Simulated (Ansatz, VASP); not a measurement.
# Two plane-wave programs on BaTiO3

```
CELL_PARAMETERS angstrom
2.82737 1.63238 2.31839
-2.82737 1.63238 2.31839
0.00000 -3.26476 2.31839
ATOMIC_POSITIONS crystal
Ba 0.00000 0.00000 0.00000
Ti 0.48450 0.48450 0.48450
O 0.50860 0.50860 0.01750
O 0.01750 0.50860 0.50860
O 0.50860 0.01750 0.50860
```

Alike in both runs: task relaxation of cell and atoms; functional BLYP; dispersion D3(BJ); k mesh 4 × 4 × 4; no spin polarisation.

|  | VASP | Ansatz |
| --- | --- | --- |
| version | VASP 6.6.1 | Ansatz 0.2.0 |
| potentials or method | VASP PAW PBE potentials, release 64 (Ba_sv, Ti_sv, O) | plane waves, PAW |
| plane-wave cutoff (eV) | 600 | 420 |
| occupations | gaussian, width 0.01 eV | fixed |
| valence electrons in the cell | 40 | 40 |

```csv
,VASP,Ansatz,Ansatz less VASP
relaxed volume (Å³/atom),13.22,13.08,-0.137
relaxed cell length with the largest relative difference (Å),4.043,4.029,-0.0140
```

VASP's potentials were made for PBE, not for BLYP.

Spin-orbit coupling is off throughout.
